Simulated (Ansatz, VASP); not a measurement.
InP: VASP beside Ansatz

Contents of POSCAR:

```
InP
1.0
    0.0000000000      2.9535689347      3.1307830708
    2.9535689347      0.0000000000      3.1307830708
    2.9535689347      2.9535689347      0.0000000000
In P
1 1
Direct
    0.0000000000      0.0000000000      0.0000000000
    0.7500000000      0.7500000000      0.7500000000
```

INCAR.step1

```
SYSTEM = InP
ALGO = Normal
EDIFF = 1E-4
ENCUT = 520
GGA = PE
ISMEAR = 0
LASPH = .True.
LCHARG = .False.
LREAL = .False.
LWAVE = .True.
NBANDS = 16
NELM = 60
PREC = Accurate
SIGMA = 0.05
```

Contents of INCAR.step2:

```
SYSTEM = InP
ALGO = Normal
EDIFF = 1E-6
ENCUT = 520
ISIF = 2
ISMEAR = 0
ISTART = 1
LASPH = .True.
LCHARG = .False.
LMIXTAU = .True.
LREAL = .False.
LWAVE = .False.
METAGGA = R2SCAN
NBANDS = 16
NELM = 60
PREC = Accurate
SIGMA = 0.05
```

Contents of KPOINTS:

```
k-points
0
Gamma
  8 8 8
  0 0 0
```

Input for Ansatz:

```yaml
crystal:
  lattice:
    - [0.0, 2.9535689347, 3.1307830708]
    - [2.9535689347, 0.0, 3.1307830708]
    - [2.9535689347, 2.9535689347, 0.0]
  atoms:
    - { symbol: In, position: [0.0, 0.0, 0.0] }
    - { symbol: P, position: [0.75, 0.75, 0.75] }
basis:
  ecutwfc: 500
kpoints:
  mp_grid: { grid: [8, 8, 8] }
hamiltonian:
  xc: r2scan
scf:
  occupations: { method: gaussian, width: 0.05 }
output:
  forces: true
  stress: true
  eigenvalues: true
  write_density: true
  write_potential: true
  elf: true
  volumetric_format: npy
```

Change from the starting cell: strain +0.0600 x Voigt [0, 0, 1, 0, 0, 0], atoms carried along.

Alike in both runs: task single point; functional r2SCAN; k mesh 8 × 8 × 8; occupations gaussian, width 0.05 eV; no spin polarisation.

```csv
,VASP,Ansatz
version,VASP 6.6.1,Ansatz 0.2.0
potentials or method,"VASP PAW PBE potentials, release 64 (In_d, P), cutoff 520 eV","scalar-relativistic, plane waves, PAW"
valence electrons in the cell,18,18
```

|  | VASP | Ansatz | Ansatz less VASP |
| --- | --- | --- | --- |
| gap on the k mesh at the Fermi level (eV) | 0.57 | 0.57 | -0.001 |
| least direct gap on the mesh (eV) | 0.57 | 0.57 | -0.001 |
| pressure (GPa) | -3.6 | -3.6 | +0.08 |
| traceless stress, the component that is largest in VASP (GPa) | -1.97 | -1.96 | +0.013 |

VASP's potentials were made for PBE, not for r2SCAN.
